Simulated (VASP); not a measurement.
Runs of VASP 6.6.1 on PbSe. The structure is that of space group Cmcm (No. 63), or close to it. The cells are those of the table. 

```csv
cell,gap on the mesh (eV),pressure (GPa),largest force (eV/Å)
"a = 6.323, b = 6.323, c = 4.329 Å, angles 90.0, 90.0, 141.3°, 4 atoms",(b),4.9,0.48
"a = 6.559, b = 6.559, c = 4.490 Å, angles 90.0, 90.0, 141.3°, 4 atoms",1.47,-1.3,0.15
"a = 6.443, b = 6.443, c = 4.411 Å, angles 90.0, 90.0, 141.3°, 4 atoms",1.40,(a),0.14
"a = 6.384, b = 6.384, c = 4.370 Å, angles 90.0, 90.0, 141.3°, 4 atoms",1.36,3.0,0.30
"a = 6.501, b = 6.501, c = 4.450 Å, angles 90.0, 90.0, 141.3°, 4 atoms",1.44,-0.1,0.03
```

Alike in all rows: task single point; level r2SCAN; potentials or basis VASP PAW PBE potentials, release 64 (Pb_d, Se); no spin polarisation; k mesh 6 × 6 × 4; cutoff (eV) 520; smearing gaussian 0.01 eV.

Q: Fill in the values left out.

A: (a) 1.4; (b) 1.31.

Caveats: the PAW data sets were made with another functional, which shifts forces and pressure a little; spin-orbit coupling is left out, which moves the levels of the heavy elements.

A k mesh can miss the band edges, and the runs leave out spin-orbit coupling on Pb, Se.
